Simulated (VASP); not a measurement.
# CuO (Fm-3m) in VASP: a series of runs

Aim: see how the results for CuO move with the level of theory and the settings. Levels: r2SCAN+D3(BJ), BLYP. Tasks: single point.

All numbers are computed with VASP 6.6.1; they aren't measurements. Logs are shortened: lines on timing, memory, paths and dates and some standing lists are left out, and cuts for length are marked.

### Step 1. The cell of the first run

It takes space group Fm-3m (No. 225, cubic). The conventional cell has a = 4.233 Å, b = 4.233 Å, c = 4.233 Å, α = 90.00°, β = 90.00°, γ = 90.00°. Within 2.8 Å of Cu (site symmetry m-3m) lie 6 O at 2.12 Å. Within 2.8 Å of O (site symmetry m-3m) lie 6 Cu at 2.12 Å.

### Step 2. Single point, r2SCAN+D3(BJ), collinear spin, ferromagnetic start

POSCAR

```
CuO
1.0
    0.0000000000      2.1165600000      2.1165600000
    2.1165600000      0.0000000000      2.1165600000
    2.1165600000      2.1165600000      0.0000000000
Cu O
1 1
Direct
    0.0000000000      0.0000000000      0.0000000000
    0.5000000000      0.5000000000      0.5000000000
```

INCAR.step1

```
PREC     = Accurate       # precision mode
ENCUT    = 660            # plane-wave cutoff, eV
ISMEAR   = 0              # smearing method
SIGMA    = 0.1            # smearing width, eV
LREAL    = F              # projectors in reciprocal space
LASPH    = T              # aspherical terms in the spheres
NELM     = 200            # most SCF steps
ISPIN    = 2              # spin polarisation
MAGMOM   = 0.46 0.25      # initial moments
LMAXMIX  = 4              # l up to which the mixer works
ISYM     = 0            
NBANDS   = 20             # bands
GGA      = PE             # functional
ALGO     = Normal         # electronic algorithm
EDIFF    = 1E-5           # SCF threshold, eV
LWAVE    = T              # write WAVECAR
LCHARG   = F              # write CHGCAR
GGA_COMPAT= F
```

INCAR.step2

```
PREC     = Accurate       # precision mode
ENCUT    = 660            # plane-wave cutoff, eV
EDIFF    = 1E-6           # SCF threshold, eV
ISMEAR   = 0              # smearing method
SIGMA    = 0.1            # smearing width, eV
LREAL    = F              # projectors in reciprocal space
LASPH    = T              # aspherical terms in the spheres
NELM     = 200            # most SCF steps
ALGO     = Normal         # electronic algorithm
ISIF     = 2              # what is computed and relaxed
LWAVE    = F              # write WAVECAR
LCHARG   = T              # write CHGCAR
ISPIN    = 2              # spin polarisation
MAGMOM   = 0.46 0.25      # initial moments
LORBIT   = 11             # projections on sites
LMAXMIX  = 4              # l up to which the mixer works
METAGGA  = R2SCAN         # meta-GGA
LMIXTAU  = T            
IVDW     = 12             # dispersion correction
VDW_S6   = 1.0          
VDW_S8   = 0.78981345   
VDW_A1   = 0.49484001   
VDW_A2   = 5.73083694   
LELF     = T              # ELF
LVHAR    = T            
ISYM     = 0            
NBANDS   = 20             # bands
ISTART   = 1            
GGA_COMPAT= F
```

KPOINTS

```
Automatic mesh
0
Gamma
  7 4 1
```

Potentials or basis: VASP PAW PBE potentials, release 64 (Cu, O).

Started as:

```
$ cat potpaw_PBE.64/Cu/POTCAR potpaw_PBE.64/O/POTCAR > POTCAR
$ cp INCAR.step1 INCAR
$ mpirun -np 1 vasp_std > vasp.out
$ cp INCAR.step2 INCAR
$ mpirun -np 1 vasp_std > vasp.out
```

OUTCAR:

```text
PREC = Accurate
   ENCUT = 660
   EDIFF = 1E-6
   ISMEAR = 0
   LREAL = F
   LASPH = T
   NELM = 200
   ISIF = 2
   ISPIN = 2
   LORBIT = 11
   METAGGA = R2SCAN
   IVDW = 12
   ISYM = 0
   ISTART = 1
 IVDW          = 12

 ion  position               nearest neighbor table
   1  0.000  0.000  0.000-   2 2.12   2 2.12   2 2.12   2 2.12   2 2.12   2 2.12
   2  0.500  0.500  0.500-   1 2.12   1 2.12   1 2.12   1 2.12   1 2.12   1 2.12

IMPORTANT INFORMATION: All symmetrisations will be switched off!
NOSYMM: (Re-)initialisation of all symmetry stuff for point group C_1.

----------------------------------------------------------------------------------------

                                     Primitive cell

  volume of cell :      18.9636

  direct lattice vectors                    reciprocal lattice vectors
     0.000000000  2.116560000  2.116560000    -0.236232377  0.236232377  0.236232377
     2.116560000  0.000000000  2.116560000     0.236232377 -0.236232377  0.236232377
     2.116560000  2.116560000  0.000000000     0.236232377  0.236232377 -0.236232377

  length of vectors
     2.993267858  2.993267858  2.993267858     0.409166479  0.409166479  0.409166479

  position of ions in fractional coordinates (direct lattice)
     0.000000000  0.000000000  0.000000000
     0.500000000  0.500000000  0.500000000

  ion indices of the primitive-cell ions
   primitive index   ion index
                 1           1
                 2           2

----------------------------------------------------------------------------------------

 KPOINTS: Automatic mesh

Automatic generation of k-mesh.
 Grid dimensions read from file:
 generate k-points for:    7    4    1

 Generating k-lattice:

  Cartesian coordinates                     Fractional coordinates (reciprocal lattice)
    -0.033747482  0.033747482  0.033747482     0.142857143  0.000000000  0.000000000
     0.059058094 -0.059058094  0.059058094     0.000000000  0.250000000  0.000000000
     0.236232377  0.236232377 -0.236232377     0.000000000  0.000000000  1.000000000

  Length of vectors
     0.058452354  0.102291620  0.409166479

  Shift w.r.t. Gamma in fractional coordinates (k-lattice)
     0.000000000  0.000000000  0.000000000

 -----------------------------------------------------------------------------
|                                                                             |
|           W    W    AA    RRRRR   N    N  II  N    N   GGGG   !!!           |
|           W    W   A  A   R    R  NN   N  II  NN   N  G    G  !!!           |
|           W    W  A    A  R    R  N N  N  II  N N  N  G       !!!           |
|           W WW W  AAAAAA  RRRRR   N  N N  II  N  N N  G  GGG   !            |
|           WW  WW  A    A  R   R   N   NN  II  N   NN  G    G                |
|           W    W  A    A  R    R  N    N  II  N    N   GGGG   !!!           |
|                                                                             |
|     Your reciprocal lattice and k-lattice belong to different lattice       |
|     classes:                                                                |
|                                                                             |
|        The reciprocal lattice is body-centered cubic,                       |
|        whereas your k-lattice is base-centered monoclinic.                  |
|                                                                             |
|     Results are often still useful ...                                      |
|                                                                             |
 -----------------------------------------------------------------------------

 WARNING: IBZKPT: internal override: KBLOWUP is changed to .FALSE.
      ... skipping the blow-up phase ...

 Subroutine IBZKPT returns following result:
 ===========================================

 Found     15 irreducible k-points:

 Following reciprocal coordinates:
            Coordinates               Weight
  0.000000  0.000000  0.000000      1.000000
  0.142857  0.000000  0.000000      2.000000
  0.285714  0.000000  0.000000      2.000000
  0.428571  0.000000  0.000000      2.000000
  0.000000  0.250000  0.000000      2.000000
  0.142857  0.250000  0.000000      2.000000
  0.285714  0.250000  0.000000      2.000000
  0.428571  0.250000  0.000000      2.000000
 -0.428571  0.250000  0.000000      2.000000
 -0.285714  0.250000  0.000000      2.000000
 -0.142857  0.250000  0.000000      2.000000
  0.000000  0.500000  0.000000      1.000000
  0.142857  0.500000  0.000000      2.000000
  0.285714  0.500000  0.000000      2.000000
  0.428571  0.500000  0.000000      2.000000
   k-points           NKPTS =     15   k-points in BZ     NKDIM =     15   number of bands    NBANDS=     20
   number of dos      NEDOS =    301   number of ions     NIONS =      2
   total plane-waves  NPLWV =  21952
   dimension x,y,z NGX =    28 NGY =   28 NGZ =   28
   dimension x,y,z NGXF=    56 NGYF=   56 NGZF=   56
   ions per type =               1   1
   NGX,Y,Z   is equivalent  to a cutoff of  15.55, 15.55, 15.55 a.u.
   NGXF,Y,Z  is equivalent  to a cutoff of  31.10, 31.10, 31.10 a.u.
 SYSTEM =  unknown system
   PREC   = accura    normal or accurate (medium, high low for compatibility)
   ISTART =      1    job   : 0-new  1-cont  2-samecut
   ICHARG =      0    charge: 1-file 2-atom 10-const
   ISPIN  =      2    spin polarized calculation?
   LNONCOLLINEAR =      F non collinear calculations
   LSORBIT =      F    spin-orbit coupling
   LASPH  =      T    aspherical Exc in radial PAW
   ENCUT  =  660.0 eV  48.51 Ry    6.96 a.u.   6.27  6.27  6.27*2*pi/ulx,y,z
   NELM   =    200;   NELMIN=  2; NELMDL=  0     # of ELM steps
   EDIFF  = 0.1E-05   stopping-criterion for ELM
   LREAL  =      F    real-space projection
   EDIFFG = 0.1E-04   stopping-criterion for IOM
   NSW    =      0    number of steps for IOM
   IBRION =     -1    ionic relax: 0-MD 1-quasi-New 2-CG
   NFREE  =      0    steps in history (QN), initial steepest desc. (CG)
   ISIF   =      2    stress and relaxation
   ISYM   =      0    0-nonsym 1-usesym 2-fastsym
   POTIM  = 0.5000    time-step for ionic-motion
   TEBEG  =    0.0;   TEEND  =   0.0 temperature during run
   PSTRESS=    0.0 pullay stress
   NELECT =      17.0000    total number of electrons
   NUPDOWN=      -1.0000    fix difference up-down
   EMIN   =  10.00;   EMAX   =-10.00  energy-range for DOS
   EFERMI =   0.00;   METHOD = LEGACY
   ISMEAR =     0;   SIGMA  =   0.10  broadening in eV -4-tet -1-fermi 0-gaus
   EFERMI_NEDOS =   21; number of points for ismear=-14 and -15
   IALGO  =     38    algorithm
   IMIX   =      4    mixing-type and parameters
     AMIX     =   0.40;   BMIX     =  1.00
     AMIX_MAG =   1.60;   BMIX_MAG =  1.00
  volume/ion in A,a.u.               =       9.48        63.99
  Fermi-wavevector in a.u.,A,eV,Ry     =   1.578522  2.982973 33.902055  2.491731
  Thomas-Fermi vector in A             =   2.679040
   LORBIT       =     11    0 simple, 1 ext, 2 COOP (PROOUT), +10 PAW based schemes
   METAGGA = R2SCAN    functional components
   LHFCALC =     F    Hartree Fock is set to
   AEXX    =    0.0000 exact exchange contribution
   IVDW    =    12    specifies the selected vdW correction
   LEPSILON=     F    determine dielectric tensor
   LRPA    =     F    only Hartree local field effects (RPA)
 spin polarized calculation
 Gauss-broadening in eV      SIGMA  =   0.10
  energy-cutoff  :      660.00
  volume of cell :       18.96
 maximum number of plane-waves:       745
 NGX is ok and might be reduce to    28
   NGX = 13   NGY = 13   NGZ = 13

 number of electron      16.9999997 magnetization       0.0027776

 number of electron      16.9999997 magnetization      -0.0004042

 Free energy of the ion-electron system (eV)
  ---------------------------------------------------
  ext. energy  EPLUGINS =         0.00000000
  ---------------------------------------------------
  free energy    TOTEN  =       -17.23337947 eV

  energy without entropy =      -17.22550910  energy(sigma->0) =      -17.22944429

 E-fermi :   6.1909     XC(G=0): -13.1120

 val. band max:        6.1481500279   @ k =   0.2857   0.0000   0.0000
 cond. band min:       6.2666887700   @ k =   0.1429   0.5000   0.0000
 fundamental gap:      0.1185387421
 Fermi energy:         6.1909255143

 spin component 1

 k-point     1 :       0.0000    0.0000    0.0000
  band No.  band energies     occupation
      1     -14.4577      1.00000
      2       3.2032      1.00000
      3       3.3891      1.00000
      4       3.4195      1.00000
      5       3.5977      1.00000
      6       3.6703      1.00000
[... 12 lines left out ...]
     19      32.4884      0.00000
     20      41.5304      0.00000
[... 300 lines left out ...]
 k-point    15 :       0.4286    0.5000    0.0000
  band No.  band energies     occupation
      1     -13.0957      1.00000
      2      -0.2455      1.00000
      3       1.9486      1.00000
      4       2.1793      1.00000
      5       2.8553      1.00000
      6       4.0664      1.00000
[... 12 lines left out ...]
     19      41.6921      0.00000
     20      43.2792      0.00000
 Fermi energy:         6.1909255143

 spin component 2

 k-point     1 :       0.0000    0.0000    0.0000
  band No.  band energies     occupation
      1     -14.4580      1.00000
      2       3.2029      1.00000
      3       3.3890      1.00000
      4       3.4193      1.00000
      5       3.5973      1.00000
      6       3.6701      1.00000
[... 12 lines left out ...]
     19      32.4882      0.00000
     20      41.5302      0.00000
[... 300 lines left out ...]
 k-point    15 :       0.4286    0.5000    0.0000
  band No.  band energies     occupation
      1     -13.0961      1.00000
      2      -0.2458      1.00000
      3       1.9484      1.00000
      4       2.1791      1.00000
      5       2.8551      1.00000
      6       4.0660      1.00000
[... 12 lines left out ...]
     19      41.6920      0.00000
     20      43.2790      0.00000

------------------------ aborting loop because EDIFF is reached ----------------------------------------

 Edisp (eV)   -0.28623

 E8    (eV) :    -0.0844

  FORCE on cell =-STRESS in cart. coord.  units (eV):
  Direction    XX          YY          ZZ          XY          YZ          ZX
  --------------------------------------------------------------------------------------
  -------------------------------------------------------------------------------------
  Total      -0.97579    -0.97579    -0.21236    -0.53223     0.01347    -0.01347
  in kB     -82.44109   -82.44141   -17.94193   -44.96655     1.13832    -1.13796
  external pressure =      -60.94 kB  Pullay stress =        0.00 kB

 VOLUME and BASIS-vectors are now :
 -----------------------------------------------------------------------------
  energy-cutoff  :      660.00
  volume of cell :       18.96
      direct lattice vectors                 reciprocal lattice vectors
     0.000000000  2.116560000  2.116560000    -0.236232377  0.236232377  0.236232377
     2.116560000  0.000000000  2.116560000     0.236232377 -0.236232377  0.236232377
     2.116560000  2.116560000  0.000000000     0.236232377  0.236232377 -0.236232377

 POSITION                                       TOTAL-FORCE (eV/Angst)
 -----------------------------------------------------------------------------------
      0.00000      0.00000      0.00000         0.000000     -0.000000     -0.000000
      2.11656      2.11656      2.11656        -0.000000      0.000000      0.000000
 -----------------------------------------------------------------------------------
    total drift:                               -0.000000      0.000000     -0.000000

  FREE ENERGIE OF THE ION-ELECTRON SYSTEM (eV)
  ---------------------------------------------------
  free  energy   TOTEN  =       -17.5196144690 eV

  energy  without entropy=      -17.5117440955  energy(sigma->0) =      -17.51567928

 total charge

# of ion       s       p       d       tot
------------------------------------------
    1        0.329   0.271   9.188   9.787
    2        1.549   3.439   0.000   4.988
--------------------------------------------------
tot          1.878   3.709   9.188  14.775

 magnetization (x)

# of ion       s       p       d       tot
------------------------------------------
    1        0.000  -0.000  -0.000  -0.000
    2       -0.000  -0.000   0.000  -0.000
--------------------------------------------------
tot          0.000  -0.000  -0.000  -0.000
```

It took 6.3 min on 1 thread of Intel Xeon 8259CL, shared host; peak memory 0.17 GiB.

Results:

| Quantity | Value |
| --- | --- |
| Free energy | -17.5196 eV |
| Pressure | -6.1 GPa |
| Net moment | 0.00 μB per cell |
| Valence electrons inside the program's atomic spheres | Cu 9.79; O 4.99 |
| Dispersion energy per atom | -0.143 eV |

Levels at points of the mesh, in eV from the Fermi level:
Spin up:
| k point | band 5 | band 6 | band 7 | band 8 | band 9 | band 10 | band 11 | band 12 | band 13 | band 14 |
| --- | --- | --- | --- | --- | --- | --- | --- | --- | --- | --- |
| (0.00, 0.00, 0.00) | -2.59 | -2.52 | -2.51 | -2.46 | -2.34 | 1.79 | 18.76 | 19.19 | 19.20 | 19.22 |
| (0.00, 0.50, 0.00) | -2.32 | -2.20 | -1.74 | 0.54 | 0.71 | 6.19 | 10.34 | 14.35 | 14.39 | 21.22 |
Spin down:
```
           k point  band 6  band 7  band 8  band 9  band 10  band 11  band 12  band 13
(0.00, 0.00, 0.00)   -2.52   -2.51   -2.46   -2.34     1.79    18.76    19.19    19.20
(0.00, 0.50, 0.00)   -2.20   -1.74    0.54    0.70     6.19    10.34    14.35    14.39
```

Caveat: the k points lie up to 2.11 Å⁻¹ apart, too coarse for converged energies, forces and pressures; the PAW data sets were made with another functional, which shifts forces and pressure a little; semilocal functionals often make such compounds metallic where correlation or magnetic order opens a gap, which also shifts bond lengths. With open d or f shells a metallic result of r2SCAN can be an artefact of self-interaction; +U or a hybrid may open a gap.

(Part 1 of 2 ends here.)
